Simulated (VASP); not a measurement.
# SnO (Cmce) in VASP: further runs

SnO is run at these levels: PBE; tasks: single point.

Everything below comes from runs of VASP 6.6.1. Logs are shortened: lines on timing, memory, paths and dates and some standing lists are left out, and cuts for length are marked.

## (1) The cell of the first run

It takes space group Cmce (No. 64, orthorhombic). Conventional cell: a = 5.362 Å, b = 5.364 Å, c = 10.013 Å, α = 90.00°, β = 90.00°, γ = 90.00°. Within 2.9 Å of Sn (site symmetry m) lie 4 O at 2.21 to 2.22 Å. Within 2.9 Å of O (site symmetry 2) lie 4 Sn at 2.21 to 2.22 Å and 4 O at 2.68 Å.

## (2) Single point, PBE

INCAR

```
ALGO = Normal ; EDIFF = 1E-6
ENCUT = 520 ; GGA = PE
ISIF = 2 ; ISMEAR = 0
LASPH = T ; LCHARG = T
LELF = T ; LREAL = F
LVHAR = T ; LWAVE = F
NBANDS = 50 ; NELM = 60
PREC = Accurate ; SIGMA = 0.05
```

KPOINTS

```
k-points
0
Gamma
  8 8 4
```

POSCAR

```
SnO
1.0
    2.6810409760     -2.6819069301      0.0000000000
    2.6810409760      2.6819069301      0.0000000000
    0.0000000000      0.0000000000     10.0132900198
Sn O
4 4
Direct
    0.7365470000      0.2634530000      0.8638580000
    0.2634530000      0.7365470000      0.1361420000
    0.7634530000      0.2365470000      0.3638580000
    0.2365470000      0.7634530000      0.6361420000
    0.2619440000      0.2380560000      0.2500000000
    0.7380560000      0.7619440000      0.7500000000
    0.2380560000      0.2619440000      0.7500000000
    0.7619440000      0.7380560000      0.2500000000
```

Potentials or basis: VASP PAW PBE potentials, release 64 (Sn_d, O).

On the command line:

```
cat potpaw_PBE.64/Sn_d/POTCAR potpaw_PBE.64/O/POTCAR > POTCAR
mpirun -np 1 vasp_std > vasp.out
```

OUTCAR:

```text
EDIFF = 1E-6
   ENCUT = 520
   GGA = PE
   ISIF = 2
   ISMEAR = 0
   LASPH = T
   LREAL = F
   NELM = 60
   PREC = Accurate

 ion  position               nearest neighbor table
   1  0.737  0.263  0.864-   6 2.21   7 2.21   7 2.22   6 2.22   4 3.52   4 3.52   4 3.52   4 3.52
                             2 3.72
   2  0.263  0.737  0.136-   5 2.21   8 2.21   5 2.22   8 2.22   3 3.52   3 3.52   3 3.52   3 3.52
                             1 3.72
   3  0.763  0.237  0.364-   5 2.21   8 2.21   8 2.22   5 2.22   2 3.52   2 3.52   2 3.52   2 3.52
                             4 3.72
   4  0.237  0.763  0.636-   6 2.21   7 2.21   6 2.22   7 2.22   1 3.52   1 3.52   1 3.52   1 3.52
                             3 3.72
   5  0.262  0.238  0.250-   2 2.21   3 2.21   3 2.22   2 2.22
   6  0.738  0.762  0.750-   1 2.21   4 2.21   1 2.22   4 2.22
   7  0.238  0.262  0.750-   1 2.21   4 2.21   4 2.22   1 2.22
   8  0.762  0.738  0.250-   2 2.21   3 2.21   2 2.22   3 2.22

  LATTYP: Found a base centered orthorhombic cell.
 ALAT       =     5.3620819520
 B/A-ratio  =     1.0003229917
 C/A-ratio  =     1.8674257703

  Lattice vectors:

 A1 = (   2.6810409760,  -2.6819069301,   0.0000000000)
 A2 = (   2.6810409760,   2.6819069301,   0.0000000000)
 A3 = (   0.0000000000,   0.0000000000,  10.0132900198)

Analysis of symmetry for initial positions (statically):
=====================================================================
 Subroutine PRICEL returns:
 Original cell was already a primitive cell.

 Routine SETGRP: Setting up the symmetry group for a
 base centered orthorhombic supercell.

 Subroutine GETGRP returns: Found  8 space group operations
 (whereof  4 operations were pure point group operations)
 out of a pool of  8 trial point group operations.

The static configuration has the point symmetry C_2h.
 The point group associated with its full space group is D_2h.

Analysis of symmetry for dynamics (positions and initial velocities):
=====================================================================
 Subroutine PRICEL returns:
 Original cell was already a primitive cell.

 Routine SETGRP: Setting up the symmetry group for a
 base centered orthorhombic supercell.

 Subroutine GETGRP returns: Found  8 space group operations
 (whereof  4 operations were pure point group operations)
 out of a pool of  8 trial point group operations.

The dynamic configuration has the point symmetry C_2h.
 The point group associated with its full space group is D_2h.

 Subroutine INISYM returns: Found  8 space group operations
 (whereof  4 operations are pure point group operations),
 and found     1 'primitive' translations

[... 113 lines left out ...]
   ISYM   =      2    0-nonsym 1-usesym 2-fastsym
   POTIM  = 0.5000    time-step for ionic-motion
   TEBEG  =    0.0;   TEEND  =   0.0 temperature during run
   PSTRESS=    0.0 pullay stress
   NELECT =      80.0000    total number of electrons
   NUPDOWN=      -1.0000    fix difference up-down
   EMIN   =  10.00;   EMAX   =-10.00  energy-range for DOS
   EFERMI =   0.00;   METHOD = LEGACY
   ISMEAR =     0;   SIGMA  =   0.05  broadening in eV -4-tet -1-fermi 0-gaus
   EFERMI_NEDOS =   21; number of points for ismear=-14 and -15
   IALGO  =     38    algorithm
   IMIX   =      4    mixing-type and parameters
     AMIX     =   0.40;   BMIX     =  1.00
     AMIX_MAG =   1.60;   BMIX_MAG =  1.00
  volume/ion in A,a.u.               =      18.00       121.47
  Fermi-wavevector in a.u.,A,eV,Ry     =   1.345820  2.543230 24.643285  1.811230
  Thomas-Fermi vector in A             =   2.473702
   LORBIT       =      0    0 simple, 1 ext, 2 COOP (PROOUT), +10 PAW based schemes
   GGA     = PE    functional components
   LHFCALC =     F    Hartree Fock is set to
   AEXX    =    0.0000 exact exchange contribution
   IVDW    =     0    specifies the selected vdW correction
   LEPSILON=     F    determine dielectric tensor
   LRPA    =     F    only Hartree local field effects (RPA)
 non-spin polarized calculation
 Gauss-broadening in eV      SIGMA  =   0.05
  energy-cutoff  :      520.00
  volume of cell :      144.00
 maximum number of plane-waves:      3908
   NGX = 15   NGY = 15   NGZ = 37

 number of electron      80.0000017 magnetization

 Free energy of the ion-electron system (eV)
  ---------------------------------------------------
  ext. energy  EPLUGINS =         0.00000000
  ---------------------------------------------------
  free energy    TOTEN  =       -45.29343111 eV

  energy without entropy =      -45.29343111  energy(sigma->0) =      -45.29343111

 E-fermi :   7.0850     XC(G=0): -10.0734

 val. band max:        6.9140072514   @ k =   0.0000   0.0000   0.0000
 cond. band min:       7.2523928217   @ k =   0.5000   0.5000   0.0000
 fundamental gap:      0.3383855703
 Fermi energy:         7.0850453112

 k-point     1 :       0.0000    0.0000    0.0000
  band No.  band energies     occupation
      1     -15.1538      2.00000
      2     -15.1435      2.00000
      3     -14.6876      2.00000
      4     -14.6769      2.00000
      5     -14.6713      2.00000
      6     -14.6704      2.00000
[... 1261 lines left out ...]
     49      12.6664      0.00000
     50      12.8710      0.00000

 [... further k-points ...]

------------------------ aborting loop because EDIFF is reached ----------------------------------------

  FORCE on cell =-STRESS in cart. coord.  units (eV):
  Direction    XX          YY          ZZ          XY          YZ          ZX
  --------------------------------------------------------------------------------------
  -------------------------------------------------------------------------------------
  Total        5.4261243      5.4376215      4.0363503      0.0000000     -0.0000000      0.0000000
  in kB       60.3735032     60.5014265     44.9102516      0.0000000     -0.0000000      0.0000000
  external PRESSURE =      55.2617271 kB  Pullay stress =       0.0000000 kB

 VOLUME and BASIS-vectors are now :
 -----------------------------------------------------------------------------
  energy-cutoff  :      520.00
  volume of cell :      144.00
      direct lattice vectors                 reciprocal lattice vectors
     2.681040976 -2.681906930  0.000000000     0.186494725 -0.186434508  0.000000000
     2.681040976  2.681906930  0.000000000     0.186494725  0.186434508  0.000000000
     0.000000000  0.000000000 10.013290020     0.000000000  0.000000000  0.099867276

 POSITION                                       TOTAL-FORCE (eV/Angst)
 -----------------------------------------------------------------------------------
      2.68104     -1.26879      8.65006         0.000000     -0.068949      0.874145
      2.68104      1.26879      1.36323         0.000000      0.068949     -0.874145
      2.68104     -1.41311      3.64342         0.000000      0.068949      0.874145
      2.68104      1.41311      6.36987         0.000000     -0.068949     -0.874145
      1.34052     -0.06407      2.50332         0.000000     -0.007081      0.000000
      4.02156      0.06407      7.50997         0.000000      0.007081      0.000000
      1.34052      0.06407      7.50997         0.000000      0.007081      0.000000
      4.02156     -0.06407      2.50332         0.000000     -0.007081      0.000000
 -----------------------------------------------------------------------------------
    total drift:                                0.000000      0.000000     -0.000000

  FREE ENERGIE OF THE ION-ELECTRON SYSTEM (eV)
  ---------------------------------------------------
  free  energy   TOTEN  =       -45.2934311096 eV

  energy  without entropy=      -45.2934311064  energy(sigma->0) =      -45.29343111
```

OSZICAR:

```text
N       E                     dE             d eps       ncg     rms          rms(c)
DAV:   1     0.107191960863E+04    0.10719E+04   -0.38031E+04  6864   0.245E+03
DAV:   2     0.168125564177E+03   -0.90379E+03   -0.86168E+03  6396   0.700E+02
DAV:   3    -0.346826424641E+02   -0.20281E+03   -0.19377E+03  7172   0.251E+02
DAV:   4    -0.520648448571E+02   -0.17382E+02   -0.17098E+02  7440   0.769E+01
DAV:   5    -0.527073726024E+02   -0.64253E+00   -0.64094E+00  7148   0.152E+01    0.165E+01
DAV:   6    -0.451520561273E+02    0.75553E+01   -0.29635E+01  9866   0.488E+01    0.650E+00
DAV:   7    -0.453368412579E+02   -0.18479E+00   -0.46709E+00  6858   0.947E+00    0.379E+00
DAV:   8    -0.453218777990E+02    0.14963E-01   -0.85066E-01  9766   0.567E+00    0.137E+00
DAV:   9    -0.452905783726E+02    0.31299E-01   -0.18382E-01  9764   0.384E+00    0.379E-01
DAV:  10    -0.452951073975E+02   -0.45290E-02   -0.26104E-02  9018   0.140E+00    0.316E-01
DAV:  11    -0.452932575865E+02    0.18498E-02   -0.70121E-03  8844   0.785E-01    0.553E-02
DAV:  12    -0.452934444449E+02   -0.18686E-03   -0.20496E-03  7164   0.202E-01    0.625E-02
DAV:  13    -0.452934343691E+02    0.10076E-04   -0.12687E-04  8338   0.119E-01    0.261E-02
DAV:  14    -0.452934328459E+02    0.15232E-05   -0.15882E-05  6778   0.199E-02    0.106E-02
DAV:  15    -0.452934307539E+02    0.20920E-05   -0.51459E-06  6194   0.149E-02    0.307E-03
DAV:  16    -0.452934311096E+02   -0.35570E-06   -0.88549E-07  3978   0.771E-03
   1 F= -.45293431E+02 E0= -.45293431E+02  d E =-.318919E-08
```

Run time: 8 min. Hardware: 1 thread of Intel Xeon Platinum 8488C (Sapphire Rapids), shared host; peak memory 0.45 GiB.

What came out:

- Free energy: -45.2934 eV
- Pressure: 5.5 GPa
- Largest force: 0.877 eV/Å
- Band gap on the k mesh: 0.34 eV

Forces in eV/Å, atoms in the order of the input:
```
Sn   0.000 -0.069  0.874
Sn   0.000  0.069 -0.874
Sn   0.000  0.069  0.874
Sn   0.000 -0.069 -0.874
O    0.000 -0.007  0.000
O    0.000  0.007  0.000
O    0.000  0.007  0.000
O    0.000 -0.007  0.000
```

Caveat: the cell stands under pressure; spin-orbit coupling is left out, which moves the levels of the heavy elements. A k mesh can miss the band edges.

## (3) Single point, PBE

This run uses another cell than the first one, of 19.15 Å³/atom.

INCAR

```
SYSTEM = SnO
PREC     = Accurate       ! precision mode
ENCUT    = 520            ! plane-wave cutoff, eV
EDIFF    = 1E-6           ! SCF threshold, eV
ISMEAR   = 0              ! smearing method
SIGMA    = 0.05           ! smearing width, eV
LREAL    = .False.        ! projectors in reciprocal space
LASPH    = .True.         ! aspherical terms in the spheres
NELM     = 80             ! most SCF steps
ALGO     = Normal         ! electronic algorithm
ISIF     = 2              ! what is computed and relaxed
LWAVE    = .False.        ! write WAVECAR
LCHARG   = .False.        ! write CHGCAR
GGA      = PE             ! functional
NBANDS   = 50             ! bands
```

KPOINTS

```
Automatic mesh
0
Gamma
  8 8 4
  0 0 0
```

POSCAR: that of step 2 with these lines changed.

```diff
@@ -2,5 +2,5 @@
 1.0
-    2.6810409760     -2.6819069301      0.0000000000
-    2.6810409760      2.6819069301      0.0000000000
-    0.0000000000      0.0000000000     10.0132900198
+    2.7369120000     -2.7377960000      0.0000000000
+    2.7369120000      2.7377960000      0.0000000000
+    0.0000000000      0.0000000000     10.2219600000
 Sn O
```

Potentials or basis: VASP PAW PBE potentials, release 64 (Sn_d, O).

On the command line:

```
cat potpaw_PBE.64/Sn_d/POTCAR potpaw_PBE.64/O/POTCAR > POTCAR
mpirun -np 1 vasp_std > vasp.out
```

Wall time 8.7 min (1 thread of Intel Xeon Platinum 8259CL at 2.50GHz (Skylake/Cascade Lake), shared host); peak memory 0.48 GiB.

It converged, with:

- Free energy: -45.4451 eV
- Pressure: -0.2 GPa
- Largest force: 0.050 eV/Å
- Band gap on the k mesh: 0.54 eV

Forces in eV/Å, atoms in the order of the input:
```
Sn   0.000 -0.049 -0.007
Sn   0.000  0.049  0.007
Sn   0.000  0.049 -0.007
Sn   0.000 -0.049  0.007
O    0.000 -0.001  0.000
O    0.000  0.001  0.000
O    0.000  0.001  0.000
O    0.000 -0.001  0.000
```

Stress tensor (GPa, compression positive):
```
-0.19  0.00  0.00
 0.00 -0.18  0.00
 0.00  0.00 -0.27
```

Levels at points of the mesh, in eV from the valence-band top:
| k point | band 36 | band 37 | band 38 | band 39 | band 40 | band 41 | band 42 | band 43 | band 44 | band 45 |
| --- | --- | --- | --- | --- | --- | --- | --- | --- | --- | --- |
| (0.00, 0.00, 0.00) | -2.85 | -2.84 | -2.84 | -1.94 | 0.00 | 1.74 | 1.88 | 3.36 | 3.36 | 3.77 |
| (0.50, 0.00, 0.00) | -4.40 | -2.32 | -2.32 | -1.51 | -1.51 | 2.43 | 2.43 | 3.01 | 3.01 | 5.55 |
| (0.50, 0.50, 0.00) | -2.20 | -2.20 | -2.20 | -1.76 | -1.73 | 0.54 | 0.56 | 2.63 | 2.64 | 3.63 |
| (0.00, 0.00, 0.50) | -2.85 | -2.84 | -2.84 | -0.70 | -0.70 | 1.69 | 1.69 | 3.85 | 3.85 | 3.85 |
| (0.50, 0.00, 0.50) | -4.41 | -2.00 | -2.00 | -1.80 | -1.80 | 2.62 | 2.62 | 2.80 | 2.80 | 5.64 |
| (0.50, 0.50, 0.50) | -2.20 | -2.07 | -2.07 | -2.04 | -2.04 | 1.27 | 1.27 | 1.29 | 1.29 | 4.98 |

Caveat: spin-orbit coupling is left out, which moves the levels of the heavy elements.
